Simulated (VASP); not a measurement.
# Si2Mo (P6_222) in VASP: notebook

Runs on Si2Mo. Level: r2SCAN. Tasks: single point.

Program: VASP 6.6.1. These are calculated values, not measurements. Logs are shortened: lines on timing, memory, paths and dates and some standing lists are left out, and cuts for length are marked.

### 1 The cell of the first run

The structure is hexagonal, space group P6_222 (No. 180). Conventional cell: a = 4.384 Å, b = 4.384 Å, c = 6.327 Å, α = 90.00°, β = 90.00°, γ = 120.00°. Within 3.2 Å of Si (site symmetry 2) lie 9 Si at 2.45 to 3.07 Å and 5 Mo at 2.47 to 2.55 Å. Within 3.3 Å of Mo (site symmetry 222) lie 10 Si at 2.47 to 2.55 Å and 4 Mo at 3.04 Å.

### 2 Single point, r2SCAN (11.70 Å³/atom)

POSCAR

```
Si2Mo
1.0
    4.3842286837      0.0000000000      0.0000000000
   -2.1921143418      3.7968534161      0.0000000000
    0.0000000000      0.0000000000      6.3270095236
Si Mo
6 3
Direct
    0.1636915519      0.8363084481      0.8333333333
    0.3273831037      0.1636915519      0.1666666667
    0.8363084481      0.6726168963      0.5000000000
    0.8363084481      0.1636915519      0.8333333333
    0.6726168963      0.8363084481      0.1666666667
    0.1636915519      0.3273831037      0.5000000000
    0.5000000000      0.0000000000      0.5000000000
    0.0000000000      0.5000000000      0.1666666667
    0.5000000000      0.5000000000      0.8333333333
```

INCAR.step1

```
SYSTEM = Si2Mo
PREC = Accurate ; ENCUT = 520
ISMEAR = 0 ; SIGMA = 0.01
LREAL = .FALSE. ; LASPH = .TRUE.
NELM = 100 ; NBANDS = 43
GGA = PE ; ALGO = Normal
EDIFF = 1E-4 ; LWAVE = .TRUE.
LCHARG = .FALSE.
```

INCAR.step2

```
SYSTEM = Si2Mo
PREC = Accurate ; ENCUT = 520
EDIFF = 1E-6 ; ISMEAR = 0
SIGMA = 0.01 ; LREAL = .FALSE.
LASPH = .TRUE. ; NELM = 100
ALGO = Normal ; ISIF = 2
LWAVE = .FALSE. ; LCHARG = .TRUE.
METAGGA = R2SCAN ; LMIXTAU = .TRUE.
LELF = .TRUE. ; LVHAR = .TRUE.
NBANDS = 43 ; ISTART = 1
```

KPOINTS

```
Automatic mesh
0
G
  12 12 6
  0 0 0
```

Potentials or basis: VASP PAW PBE potentials, release 64 (Si, Mo_sv).

Started as:

```bash
cat potpaw_PBE.64/Si/POTCAR potpaw_PBE.64/Mo_sv/POTCAR > POTCAR
cp INCAR.step1 INCAR
mpirun -np 1 vasp_std > vasp.out
cp INCAR.step2 INCAR
mpirun -np 1 vasp_std > vasp.out
```

OUTCAR:

```text
SYSTEM = Si2Mo
   PREC = Accurate
   ENCUT = 520
   EDIFF = 1E-6
   ISMEAR = 0
   LREAL = .FALSE.
   LASPH = .TRUE.
   NELM = 100
   ISIF = 2
   METAGGA = R2SCAN
   ISTART = 1

 ion  position               nearest neighbor table
   1  0.164  0.836  0.833-   3 2.45   2 2.45   7 2.47   8 2.47   4 2.49   9 2.52   9 2.52   9 2.55
                             4 2.55   4 2.55   6 3.01   5 3.01   6 3.07   5 3.07
   2  0.327  0.164  0.167-   6 2.45   1 2.45   7 2.47   9 2.47   5 2.49   8 2.52   8 2.52   8 2.55
                             5 2.55   5 2.55   3 3.01   4 3.01   3 3.07   4 3.07
   3  0.836  0.673  0.500-   5 2.45   1 2.45   9 2.47   8 2.47   6 2.49   7 2.52   7 2.52   7 2.55
                             6 2.55   6 2.55   4 3.01   2 3.01   4 3.07   2 3.07
   4  0.836  0.164  0.833-   6 2.45   5 2.45   7 2.47   8 2.47   1 2.49   9 2.52   9 2.52   9 2.55
                             1 2.55   1 2.55   3 3.01   2 3.01   3 3.07   2 3.07
   5  0.673  0.836  0.167-   3 2.45   4 2.45   7 2.47   9 2.47   2 2.49   8 2.52   8 2.52   8 2.55
                             2 2.55   2 2.55   6 3.01   1 3.01   6 3.07   1 3.07
   6  0.164  0.327  0.500-   2 2.45   4 2.45   9 2.47   8 2.47   3 2.49   7 2.52   7 2.52   7 2.55
                             3 2.55   3 2.55   1 3.01   5 3.01   1 3.07   5 3.07
   7  0.500  0.000  0.500-   1 2.47   4 2.47   2 2.47   5 2.47   3 2.52   6 2.52   6 2.52   3 2.52
                             6 2.55   3 2.55   9 3.04   9 3.04   8 3.04   8 3.04
   8  0.000  0.500  0.167-   3 2.47   6 2.47   4 2.47   1 2.47   5 2.52   2 2.52   2 2.52   5 2.52
                             5 2.55   2 2.55   7 3.04   7 3.04   9 3.04   9 3.04
   9  0.500  0.500  0.833-   3 2.47   6 2.47   5 2.47   2 2.47   4 2.52   1 2.52   1 2.52   4 2.52
                             1 2.55   4 2.55   7 3.04   7 3.04   8 3.04   8 3.04

  LATTYP: Found a hexagonal cell.
 ALAT       =     4.3842286837
 C/A-ratio  =     1.4431294488

  Lattice vectors:

 A1 = (   4.3842286837,   0.0000000000,   0.0000000000)
 A2 = (  -2.1921143418,   3.7968534161,   0.0000000000)
 A3 = (   0.0000000000,   0.0000000000,   6.3270095236)

Analysis of symmetry for initial positions (statically):
=====================================================================
 Subroutine PRICEL returns:
 Original cell was already a primitive cell.

 Routine SETGRP: Setting up the symmetry group for a
 hexagonal supercell.

 Subroutine GETGRP returns: Found 12 space group operations
 (whereof  4 operations were pure point group operations)
 out of a pool of 24 trial point group operations.

The static configuration has the point symmetry D_2 .
 The point group associated with its full space group is D_6 .

Analysis of symmetry for dynamics (positions and initial velocities):
=====================================================================
 Subroutine PRICEL returns:
 Original cell was already a primitive cell.

 Routine SETGRP: Setting up the symmetry group for a
 hexagonal supercell.

 Subroutine GETGRP returns: Found 12 space group operations
 (whereof  4 operations were pure point group operations)
 out of a pool of 24 trial point group operations.

The dynamic configuration has the point symmetry D_2 .
 The point group associated with its full space group is D_6 .

 Subroutine INISYM returns: Found 12 space group operations
 (whereof  4 operations are pure point group operations),
 and found     1 'primitive' translations

----------------------------------------------------------------------------------------

                                     Primitive cell

  volume of cell :     105.3211

  direct lattice vectors                    reciprocal lattice vectors
     4.384228684  0.000000000  0.000000000     0.228090292  0.131687991  0.000000000
    -2.192114342  3.796853416  0.000000000     0.000000000  0.263375983  0.000000000
     0.000000000  0.000000000  6.327009524     0.000000000  0.000000000  0.158052552

  length of vectors
     4.384228684  4.384228684  6.327009524     0.263375983  0.263375983  0.158052552

  position of ions in fractional coordinates (direct lattice)
     0.163691552  0.836308448  0.833333333
     0.327383104  0.163691552  0.166666667
     0.836308448  0.672616896  0.500000000
     0.836308448  0.163691552  0.833333333
     0.672616896  0.836308448  0.166666667
     0.163691552  0.327383104  0.500000000
     0.500000000  0.000000000  0.500000000
     0.000000000  0.500000000  0.166666667
     0.500000000  0.500000000  0.833333333

  ion indices of the primitive-cell ions
   primitive index   ion index
                 1           1
                 2           2
                 3           3
                 4           4
                 5           5
                 6           6
                 7           7
                 8           8
                 9           9

----------------------------------------------------------------------------------------

 KPOINTS: Automatic mesh

Automatic generation of k-mesh.
 Grid dimensions read from file:
 generate k-points for:   12   12    6

 Generating k-lattice:

  Cartesian coordinates                     Fractional coordinates (reciprocal lattice)
     0.019007524  0.010973999  0.000000000     0.083333333  0.000000000  0.000000000
     0.000000000  0.021947999  0.000000000     0.000000000  0.083333333  0.000000000
     0.000000000  0.000000000  0.026342092     0.000000000  0.000000000  0.166666667

  Length of vectors
     0.021947999  0.021947999  0.026342092

  Shift w.r.t. Gamma in fractional coordinates (k-lattice)
     0.000000000  0.000000000  0.000000000

 Subroutine IBZKPT returns following result:
 ===========================================

 Found     76 irreducible k-points:

 Following reciprocal coordinates:
            Coordinates               Weight
  0.000000  0.000000  0.000000      1.000000
  0.083333 -0.000000  0.000000      6.000000
  0.166667  0.000000  0.000000      6.000000
  0.250000  0.000000  0.000000      6.000000
  0.333333 -0.000000  0.000000      6.000000
  0.416667 -0.000000  0.000000      6.000000
[... 16 lines left out ...]
  0.250000  0.000000  0.166667     12.000000
  0.333333 -0.000000  0.166667     12.000000
 [... further k-points ...]
   k-points           NKPTS =     76   k-points in BZ     NKDIM =     76   number of bands    NBANDS=     43
   number of dos      NEDOS =    301   number of ions     NIONS =      9
   total plane-waves  NPLWV =  62208
   dimension x,y,z NGX =    36 NGY =   36 NGZ =   48
   dimension x,y,z NGXF=    72 NGYF=   72 NGZF=   96
   ions per type =               6   3
   NGX,Y,Z   is equivalent  to a cutoff of  13.65, 13.65, 12.61 a.u.
   NGXF,Y,Z  is equivalent  to a cutoff of  27.30, 27.30, 25.22 a.u.
 SYSTEM =  Si2Mo
   PREC   = accura    normal or accurate (medium, high low for compatibility)
   ISTART =      1    job   : 0-new  1-cont  2-samecut
   ICHARG =      0    charge: 1-file 2-atom 10-const
   ISPIN  =      1    spin polarized calculation?
   LNONCOLLINEAR =      F non collinear calculations
   LSORBIT =      F    spin-orbit coupling
   LASPH  =      T    aspherical Exc in radial PAW
   ENCUT  =  520.0 eV  38.22 Ry    6.18 a.u.   8.15  8.15 11.76*2*pi/ulx,y,z
   NELM   =    100;   NELMIN=  2; NELMDL=  0     # of ELM steps
   EDIFF  = 0.1E-05   stopping-criterion for ELM
   LREAL  =      F    real-space projection
   EDIFFG = 0.1E-04   stopping-criterion for IOM
   NSW    =      0    number of steps for IOM
   IBRION =     -1    ionic relax: 0-MD 1-quasi-New 2-CG
   NFREE  =      0    steps in history (QN), initial steepest desc. (CG)
   ISIF   =      2    stress and relaxation
   ISYM   =      2    0-nonsym 1-usesym 2-fastsym
   POTIM  = 0.5000    time-step for ionic-motion
   TEBEG  =    0.0;   TEEND  =   0.0 temperature during run
   PSTRESS=    0.0 pullay stress
   NELECT =      66.0000    total number of electrons
   NUPDOWN=      -1.0000    fix difference up-down
   EMIN   =  10.00;   EMAX   =-10.00  energy-range for DOS
   EFERMI =   0.00;   METHOD = LEGACY
   ISMEAR =     0;   SIGMA  =   0.01  broadening in eV -4-tet -1-fermi 0-gaus
   EFERMI_NEDOS =   21; number of points for ismear=-14 and -15
   IALGO  =     38    algorithm
   IMIX   =      4    mixing-type and parameters
     AMIX     =   0.40;   BMIX     =  1.00
     AMIX_MAG =   1.60;   BMIX_MAG =  1.00
  volume/ion in A,a.u.               =      11.70        78.97
  Fermi-wavevector in a.u.,A,eV,Ry     =   1.400934  2.647381 26.703008  1.962616
  Thomas-Fermi vector in A             =   2.523845
   LORBIT       =      0    0 simple, 1 ext, 2 COOP (PROOUT), +10 PAW based schemes
   METAGGA = R2SCAN    functional components
   LHFCALC =     F    Hartree Fock is set to
   AEXX    =    0.0000 exact exchange contribution
   IVDW    =     0    specifies the selected vdW correction
   LEPSILON=     F    determine dielectric tensor
   LRPA    =     F    only Hartree local field effects (RPA)
 non-spin polarized calculation
 Gauss-broadening in eV      SIGMA  =   0.01
  energy-cutoff  :      520.00
  volume of cell :      105.32
 maximum number of plane-waves:      2856
 NGX is ok and might be reduce to    36
   NGX = 17   NGY = 17   NGZ = 23

 number of electron      66.0000005 magnetization

 Free energy of the ion-electron system (eV)
  ---------------------------------------------------
  ext. energy  EPLUGINS =         0.00000000
  ---------------------------------------------------
  free energy    TOTEN  =      -133.22421193 eV

  energy without entropy =     -133.22421192  energy(sigma->0) =     -133.22421193

 E-fermi :  15.0508     XC(G=0): -14.1129

 val. band max:       15.0211433577   @ k =   0.5000   0.0000   0.5000
 cond. band min:      15.0804044174   @ k =   0.5000   0.0000   0.0000
 fundamental gap:      0.0592610597
 Fermi energy:        15.0507746993

 k-point     1 :       0.0000    0.0000    0.0000
  band No.  band energies     occupation
      1     -47.9496      2.00000
      2     -47.8878      2.00000
      3     -47.8878      2.00000
      4     -21.6332      2.00000
      5     -21.6262      2.00000
      6     -21.6262      2.00000
[... 35 lines left out ...]
     42      18.9525      0.00000
     43      19.2297      0.00000

 k-point     2 :       0.0833   -0.0000    0.0000
  band No.  band energies     occupation
      1     -47.9486      2.00000
      2     -47.8887      2.00000
      3     -47.8878      2.00000
      4     -21.6563      2.00000
      5     -21.6320      2.00000
      6     -21.6084      2.00000
[... 35 lines left out ...]
     42      18.8224      0.00000
     43      18.9221      0.00000

 k-point     3 :       0.1667    0.0000    0.0000
  band No.  band energies     occupation
      1     -47.9457      2.00000
      2     -47.8912      2.00000
      3     -47.8877      2.00000
      4     -21.6816      2.00000
      5     -21.6452      2.00000
      6     -21.6019      2.00000
[... 35 lines left out ...]
     42      18.9167      0.00000
     43      19.2631      0.00000

 k-point     4 :       0.2500    0.0000    0.0000
  band No.  band energies     occupation
      1     -47.9412      2.00000
      2     -47.8953      2.00000
      3     -47.8876      2.00000
      4     -21.7030      2.00000
      5     -21.6597      2.00000
      6     -21.6034      2.00000
[... 863 lines left out ...]
     42      19.0352      0.00000
     43      19.2101      0.00000

 k-point    23 :       0.2500    0.0000    0.1667
  band No.  band energies     occupation
      1     -47.9393      2.00000
      2     -47.9027      2.00000
      3     -47.8822      2.00000
      4     -21.6999      2.00000
      5     -21.6698      2.00000
      6     -21.6079      2.00000
[... 35 lines left out ...]
     42      19.3125      0.00000
     43      19.3470      0.00000

 k-point    24 :       0.3333   -0.0000    0.1667
  band No.  band energies     occupation
      1     -47.9344      2.00000
      2     -47.9043      2.00000
      3     -47.8849      2.00000
      4     -21.7113      2.00000
      5     -21.6853      2.00000
      6     -21.6088      2.00000
[... 35 lines left out ...]
     42      19.0796      0.00000
     43      19.7416      0.00000

 [... further k-points ...]

------------------------ aborting loop because EDIFF is reached ----------------------------------------

  FORCE on cell =-STRESS in cart. coord.  units (eV):
  Direction    XX          YY          ZZ          XY          YZ          ZX
  --------------------------------------------------------------------------------------
  -------------------------------------------------------------------------------------
  Total       25.1078748     25.1078748     25.1534905      0.0000000     -0.0000000      0.0000000
  in kB      381.9486845    381.9486845    382.6426046      0.0000000     -0.0000000      0.0000000
  external PRESSURE =     382.1799912 kB  Pullay stress =       0.0000000 kB

 VOLUME and BASIS-vectors are now :
 -----------------------------------------------------------------------------
  energy-cutoff  :      520.00
  volume of cell :      105.32
      direct lattice vectors                 reciprocal lattice vectors
     4.384228684  0.000000000  0.000000000     0.228090292  0.131687991  0.000000000
    -2.192114342  3.796853416  0.000000000     0.000000000  0.263375983  0.000000000
     0.000000000  0.000000000  6.327009524     0.000000000  0.000000000  0.158052552

 POSITION                                       TOTAL-FORCE (eV/Angst)
 -----------------------------------------------------------------------------------
     -1.11562      3.17534      5.27251        -0.010733      0.006197      0.000000
      1.07649      0.62151      1.05450        -0.010733     -0.006197      0.000000
      2.19211      2.55383      3.16350         0.000000      0.012393      0.000000
      3.30774      0.62151      5.27251         0.010733     -0.006197     -0.000000
      1.11562      3.17534      1.05450         0.010733      0.006197      0.000000
      0.00000      1.24303      3.16350        -0.000000     -0.012393     -0.000000
      2.19211      0.00000      3.16350        -0.000000     -0.000000      0.000000
     -1.09606      1.89843      1.05450        -0.000000     -0.000000      0.000000
      1.09606      1.89843      5.27251        -0.000000      0.000000      0.000000
 -----------------------------------------------------------------------------------
    total drift:                               -0.000000      0.000000      0.000001

  FREE ENERGIE OF THE ION-ELECTRON SYSTEM (eV)
  ---------------------------------------------------
  free  energy   TOTEN  =      -133.2242119286 eV

  energy  without entropy=     -133.2242119226  energy(sigma->0) =     -133.22421193
```

Run time: 7.3 min. Hardware: 1 thread of Intel Xeon 6975P-C (Granite Rapids), shared host; peak memory 0.42 GiB.

Results:

```
Free energy            : -133.2242 eV
Pressure               : 38.2 GPa
Largest force          : 0.012 eV/Å
Band gap on the k mesh : 0.06 eV (least direct gap 0.81 eV)
```

Forces on the atoms (eV/Å):
```
Si  -0.011  0.006  0.000
Si  -0.011 -0.006  0.000
Si   0.000  0.012  0.000
Si   0.011 -0.006  0.000
Si   0.011  0.006  0.000
Si   0.000 -0.012  0.000
Mo   0.000  0.000  0.000
Mo   0.000  0.000  0.000
Mo   0.000  0.000  0.000
```

Caveat: the cell stands under pressure; the PAW data sets were made with another functional, which shifts forces and pressure a little. A k mesh can miss the band edges.

[end of part 1 of 2]
